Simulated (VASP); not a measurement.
# Hg2Sb2Pt (R-3m) in VASP: single point with PBEsol

Aim: the single point of Hg2Sb2Pt with PBEsol.

All numbers are computed with VASP 6.6.1; they aren't measurements. Logs are shortened: lines on timing, memory, paths and dates and some standing lists are left out, and cuts for length are marked.

### 1 The cell of the first run

Symmetry: R-3m, No. 166, trigonal system. Conventional cell: a = 4.213 Å, b = 4.213 Å, c = 23.125 Å, α = 90.00°, β = 90.00°, γ = 120.00°. Hg (site symmetry 3m) has 3 Pt at 2.72 Å and 3 Sb at 2.99 Å and 3 Hg at 3.45 Å within 3.6 Å. Sb (site symmetry 3m) has 3 Hg at 2.99 Å and 3 Sb at 3.02 Å and 3 Pt at 3.83 Å within 3.9 Å. Pt (site symmetry -3m) has 6 Hg at 2.72 Å within 3.6 Å.

### 2 Single point, PBEsol

Contents of INCAR:

```
SYSTEM = Hg2Sb2Pt
PREC     = Accurate       ! precision mode
ENCUT    = 520            ! plane-wave cutoff, eV
EDIFF    = 1E-7           ! SCF threshold, eV
ISMEAR   = -1             ! smearing method
SIGMA    = 0.03           ! smearing width, eV
LREAL    = .False.        ! projectors in reciprocal space
LASPH    = .True.         ! aspherical terms in the spheres
NELM     = 100            ! most SCF steps
ALGO     = Normal         ! electronic algorithm
ISIF     = 2              ! what is computed and relaxed
LWAVE    = .False.        ! write WAVECAR
LCHARG   = .False.        ! write CHGCAR
GGA      = PS             ! functional
NBANDS   = 30             ! bands
```

Contents of KPOINTS:

```
Automatic mesh
0
Gamma
  6 6 6
  0 0 0
```

Contents of POSCAR:

```
Hg2Sb2Pt
1.0
    2.1065244327      1.2162024483      7.7083808779
   -2.1065244327      1.2162024483      7.7083808779
    0.0000000000     -2.4324048965      7.7083808779
Hg Sb Pt
2 2 1
Direct
    0.3863066836      0.3863066836      0.3863066836
    0.6136933164      0.6136933164      0.6136933164
    0.7946598279      0.7946598279      0.7946598279
    0.2053401721      0.2053401721      0.2053401721
    0.0000000000      0.0000000000      0.0000000000
```

Potentials or basis: VASP PAW PBE potentials, release 64 (Hg, Sb, Pt).

On the command line:

```sh
$ cat potpaw_PBE.64/Hg/POTCAR potpaw_PBE.64/Sb/POTCAR potpaw_PBE.64/Pt/POTCAR > POTCAR
$ mpirun -np 1 vasp_std > vasp.out
```

OUTCAR:

```text
SYSTEM = Hg2Sb2Pt
   PREC = Accurate
   ENCUT = 520
   EDIFF = 1E-7
   ISMEAR = -1
   LREAL = .False.
   LASPH = .True.
   NELM = 100
   ISIF = 2
   GGA = PS

 ion  position               nearest neighbor table
   1  0.386  0.386  0.386-   5 2.72   5 2.72   5 2.72   3 2.99   3 2.99   3 2.99   2 3.45   2 3.45
                             2 3.45
   2  0.614  0.614  0.614-   5 2.72   5 2.72   5 2.72   4 2.99   4 2.99   4 2.99   1 3.45   1 3.45
                             1 3.45
   3  0.795  0.795  0.795-   1 2.99   1 2.99   1 2.99   4 3.02   4 3.02   4 3.02
   4  0.205  0.205  0.205-   2 2.99   2 2.99   2 2.99   3 3.02   3 3.02   3 3.02
   5  0.000  0.000  0.000-   2 2.72   1 2.72   2 2.72   2 2.72   1 2.72   1 2.72

  LATTYP: Found a trigonal (rhomboedric) cell.
 ALAT       =     8.0830519817
 COS(alpha) =     0.8641648228

  Lattice vectors:

 A1 = (   2.1065244327,   1.2162024483,   7.7083808779)
 A2 = (  -2.1065244327,   1.2162024483,   7.7083808779)
 A3 = (   0.0000000000,  -2.4324048965,   7.7083808779)

Analysis of symmetry for initial positions (statically):
=====================================================================
 Subroutine PRICEL returns:
 Original cell was already a primitive cell.

 Routine SETGRP: Setting up the symmetry group for a
 trigonal (rhombohedral) supercell.

 Subroutine GETGRP returns: Found 12 space group operations
 (whereof 12 operations were pure point group operations)
 out of a pool of 12 trial point group operations.

The static configuration has the point symmetry D_3d.

Analysis of symmetry for dynamics (positions and initial velocities):
=====================================================================
 Subroutine PRICEL returns:
 Original cell was already a primitive cell.

 Routine SETGRP: Setting up the symmetry group for a
 trigonal (rhombohedral) supercell.

 Subroutine GETGRP returns: Found 12 space group operations
 (whereof 12 operations were pure point group operations)
 out of a pool of 12 trial point group operations.

The dynamic configuration has the point symmetry D_3d.

 Subroutine INISYM returns: Found 12 space group operations
 (whereof 12 operations are pure point group operations),
 and found     1 'primitive' translations

----------------------------------------------------------------------------------------

                                     Primitive cell

  volume of cell :     118.4914

  direct lattice vectors                    reciprocal lattice vectors
     2.106524433  1.216202448  7.708380878     0.237357798  0.137038588  0.043242977
    -2.106524433  1.216202448  7.708380878    -0.237357798  0.137038588  0.043242977
     0.000000000 -2.432404897  7.708380878     0.000000000 -0.274077177  0.043242977

  length of vectors
     8.083051982  8.083051982  8.083051982     0.277467573  0.277467573  0.277467573

  position of ions in fractional coordinates (direct lattice)
     0.386306684  0.386306684  0.386306684
     0.613693316  0.613693316  0.613693316
     0.794659828  0.794659828  0.794659828
     0.205340172  0.205340172  0.205340172
     0.000000000  0.000000000  0.000000000

  ion indices of the primitive-cell ions
   primitive index   ion index
                 1           1
                 2           2
                 3           3
                 4           4
                 5           5

----------------------------------------------------------------------------------------

 KPOINTS: Automatic mesh

Automatic generation of k-mesh.
 Grid dimensions read from file:
 generate k-points for:    6    6    6

 Generating k-lattice:

  Cartesian coordinates                     Fractional coordinates (reciprocal lattice)
     0.039559633  0.022839765  0.007207163     0.166666667 -0.000000000 -0.000000000
    -0.039559633  0.022839765  0.007207163    -0.000000000  0.166666667 -0.000000000
     0.000000000 -0.045679529  0.007207163     0.000000000  0.000000000  0.166666667

  Length of vectors
     0.046244595  0.046244595  0.046244595

  Shift w.r.t. Gamma in fractional coordinates (k-lattice)
     0.000000000  0.000000000  0.000000000

 Subroutine IBZKPT returns following result:
 ===========================================

 Found     32 irreducible k-points:

 Following reciprocal coordinates:
            Coordinates               Weight
  0.000000  0.000000  0.000000      1.000000
  0.166667 -0.000000  0.000000      6.000000
  0.333333 -0.000000 -0.000000      6.000000
  0.500000 -0.000000 -0.000000      3.000000
  0.166667  0.166667  0.000000      6.000000
  0.333333  0.166667 -0.000000     12.000000
[... 16 lines left out ...]
  0.500000  0.500000  0.166667      6.000000
 -0.333333  0.500000  0.166667     12.000000
 [... further k-points ...]
   k-points           NKPTS =     32   k-points in BZ     NKDIM =     32   number of bands    NBANDS=     30
   number of dos      NEDOS =    301   number of ions     NIONS =      5
   total plane-waves  NPLWV = 216000
   dimension x,y,z NGX =    60 NGY =   60 NGZ =   60
   dimension x,y,z NGXF=   120 NGYF=  120 NGZF=  120
   ions per type =               2   2   1
   NGX,Y,Z   is equivalent  to a cutoff of  12.34, 12.34, 12.34 a.u.
   NGXF,Y,Z  is equivalent  to a cutoff of  24.68, 24.68, 24.68 a.u.
 SYSTEM =  Hg2Sb2Pt
   PREC   = accura    normal or accurate (medium, high low for compatibility)
   ISTART =      0    job   : 0-new  1-cont  2-samecut
   ICHARG =      2    charge: 1-file 2-atom 10-const
   ISPIN  =      1    spin polarized calculation?
   LNONCOLLINEAR =      F non collinear calculations
   LSORBIT =      F    spin-orbit coupling
   LASPH  =      T    aspherical Exc in radial PAW
   ENCUT  =  520.0 eV  38.22 Ry    6.18 a.u.  15.03 15.03 15.03*2*pi/ulx,y,z
   NELM   =    100;   NELMIN=  2; NELMDL= -5     # of ELM steps
   EDIFF  = 0.1E-06   stopping-criterion for ELM
   LREAL  =      F    real-space projection
   EDIFFG = 0.1E-05   stopping-criterion for IOM
   NSW    =      0    number of steps for IOM
   IBRION =     -1    ionic relax: 0-MD 1-quasi-New 2-CG
   NFREE  =      0    steps in history (QN), initial steepest desc. (CG)
   ISIF   =      2    stress and relaxation
   ISYM   =      2    0-nonsym 1-usesym 2-fastsym
   POTIM  = 0.5000    time-step for ionic-motion
   TEBEG  =    0.0;   TEEND  =   0.0 temperature during run
   PSTRESS=    0.0 pullay stress
   NELECT =      44.0000    total number of electrons
   NUPDOWN=      -1.0000    fix difference up-down
   EMIN   =  10.00;   EMAX   =-10.00  energy-range for DOS
   EFERMI =   0.00;   METHOD = LEGACY
   ISMEAR =    -1;   SIGMA  =   0.03  broadening in eV -4-tet -1-fermi 0-gaus
   EFERMI_NEDOS =   21; number of points for ismear=-14 and -15
   IALGO  =     38    algorithm
   IMIX   =      4    mixing-type and parameters
     AMIX     =   0.40;   BMIX     =  1.00
     AMIX_MAG =   1.60;   BMIX_MAG =  1.00
  volume/ion in A,a.u.               =      23.70       159.92
  Fermi-wavevector in a.u.,A,eV,Ry     =   1.176694  2.223629 18.838739  1.384608
  Thomas-Fermi vector in A             =   2.313053
   LORBIT       =      0    0 simple, 1 ext, 2 COOP (PROOUT), +10 PAW based schemes
   GGA     = PS    functional components
   LHFCALC =     F    Hartree Fock is set to
   AEXX    =    0.0000 exact exchange contribution
   IVDW    =     0    specifies the selected vdW correction
   LEPSILON=     F    determine dielectric tensor
   LRPA    =     F    only Hartree local field effects (RPA)
 non-spin polarized calculation
  energy-cutoff  :      520.00
  volume of cell :      118.49
 maximum number of plane-waves:      3220
   NGX = 31   NGY = 31   NGZ = 31

 number of electron      43.9999998 magnetization

 Free energy of the ion-electron system (eV)
  ---------------------------------------------------
  ext. energy  EPLUGINS =         0.00000000
  ---------------------------------------------------
  free energy    TOTEN  =       -16.43714663 eV

  energy without entropy =      -16.43440525  energy(sigma->0) =      -16.43577594

 E-fermi :   5.8622     XC(G=0): -10.8862

 val. band max:        5.8244804706   @ k =   0.0000   0.0000   0.0000
 cond. band min:       5.8813857268   @ k =   0.5000   0.3333   0.3333
 fundamental gap:      0.0569052563
 Fermi energy:         5.8622464741

 k-point     1 :       0.0000    0.0000    0.0000
  band No.  band energies     occupation
      1      -5.9686      2.00000
      2      -2.8988      2.00000
      3      -1.9049      2.00000
      4      -1.5899      2.00000
      5      -1.5899      2.00000
      6      -1.4500      2.00000
[... 22 lines left out ...]
     29      11.6732      0.00000
     30      12.2409      0.00000

 k-point     2 :       0.1667   -0.0000    0.0000
  band No.  band energies     occupation
      1      -5.6889      2.00000
      2      -2.9221      2.00000
      3      -1.8320      2.00000
      4      -1.5833      2.00000
      5      -1.5371      2.00000
      6      -1.3802      2.00000
[... 22 lines left out ...]
     29      11.5822      0.00000
     30      11.8942      0.00000

 k-point     3 :       0.3333   -0.0000   -0.0000
  band No.  band energies     occupation
      1      -4.9276      2.00000
      2      -3.0155      2.00000
      3      -1.7988      2.00000
      4      -1.5567      2.00000
      5      -1.5324      2.00000
      6      -1.3579      2.00000
[... 22 lines left out ...]
     29      11.3023      0.00000
     30      12.6392      0.00000

 k-point     4 :       0.5000   -0.0000   -0.0000
  band No.  band energies     occupation
      1      -4.2440      2.00000
      2      -3.2747      2.00000
      3      -1.7458      2.00000
      4      -1.5425      2.00000
      5      -1.4789      2.00000
      6      -1.4082      2.00000
[... 616 lines left out ...]
     29      11.7431      0.00000
     30      12.0266      0.00000

 k-point    23 :       0.5000    0.5000    0.1667
  band No.  band energies     occupation
      1      -4.8994      2.00000
      2      -2.9759      2.00000
      3      -1.8782      2.00000
      4      -1.5600      2.00000
      5      -1.5522      2.00000
      6      -1.3516      2.00000
[... 22 lines left out ...]
     29      11.9757      0.00000
     30      12.0476      0.00000

 k-point    24 :      -0.3333    0.5000    0.1667
  band No.  band energies     occupation
      1      -4.3039      2.00000
      2      -3.1705      2.00000
      3      -1.8366      2.00000
      4      -1.5655      2.00000
      5      -1.3603      2.00000
      6      -1.2924      2.00000
[... 22 lines left out ...]
     29      12.1240      0.00000
     30      13.0124      0.00000

 [... further k-points ...]

------------------------ aborting loop because EDIFF is reached ----------------------------------------

  FORCE on cell =-STRESS in cart. coord.  units (eV):
  Direction    XX          YY          ZZ          XY          YZ          ZX
  --------------------------------------------------------------------------------------
  -------------------------------------------------------------------------------------
  Total        0.3720124      0.3720124      0.2152158      0.0000000      0.0000000      0.0000000
  in kB        5.0301531      5.0301531      2.9100334      0.0000000      0.0000000      0.0000000
  external PRESSURE =       4.3234465 kB  Pullay stress =       0.0000000 kB

 VOLUME and BASIS-vectors are now :
 -----------------------------------------------------------------------------
  energy-cutoff  :      520.00
  volume of cell :      118.49
      direct lattice vectors                 reciprocal lattice vectors
     2.106524433  1.216202448  7.708380878     0.237357798  0.137038588  0.043242977
    -2.106524433  1.216202448  7.708380878    -0.237357798  0.137038588  0.043242977
     0.000000000 -2.432404897  7.708380878     0.000000000 -0.274077177  0.043242977

 POSITION                                       TOTAL-FORCE (eV/Angst)
 -----------------------------------------------------------------------------------
      0.00000      0.00000      8.93340         0.000000      0.000000      0.053049
      0.00000      0.00000     14.19175         0.000000     -0.000000     -0.053049
      0.00000      0.00000     18.37662         0.000000     -0.000000     -0.006397
      0.00000      0.00000      4.74852         0.000000      0.000000      0.006397
      0.00000      0.00000      0.00000         0.000000     -0.000000      0.000000
 -----------------------------------------------------------------------------------
    total drift:                               -0.000000     -0.000000      0.000000

  FREE ENERGIE OF THE ION-ELECTRON SYSTEM (eV)
  ---------------------------------------------------
  free  energy   TOTEN  =       -16.4371466261 eV

  energy  without entropy=      -16.4344052516  energy(sigma->0) =      -16.43577594
```

It took 3.1 min on 1 thread of Intel Xeon 6975P-C (Granite Rapids), shared host; peak memory 0.51 GiB.

Results:

```yaml
Free_energy: -16.4371 eV
Pressure: 0.4 GPa
Largest_force: 0.053 eV/Å
Band_gap_on_the_k_mesh: zero (bands 22 and 23 overlap by 2.25 eV)
```

Forces on the atoms (eV/Å):
```
Hg   0.000  0.000  0.053
Hg   0.000  0.000 -0.053
Sb   0.000  0.000 -0.006
Sb   0.000  0.000  0.006
Pt   0.000  0.000  0.000
```

Stress tensor (GPa, compression positive):
```
0.50 0.00 0.00
0.00 0.50 0.00
0.00 0.00 0.29
```

Caveat: the PAW data sets were made with another functional, which shifts forces and pressure a little; spin-orbit coupling is left out, which moves the levels of the heavy elements.
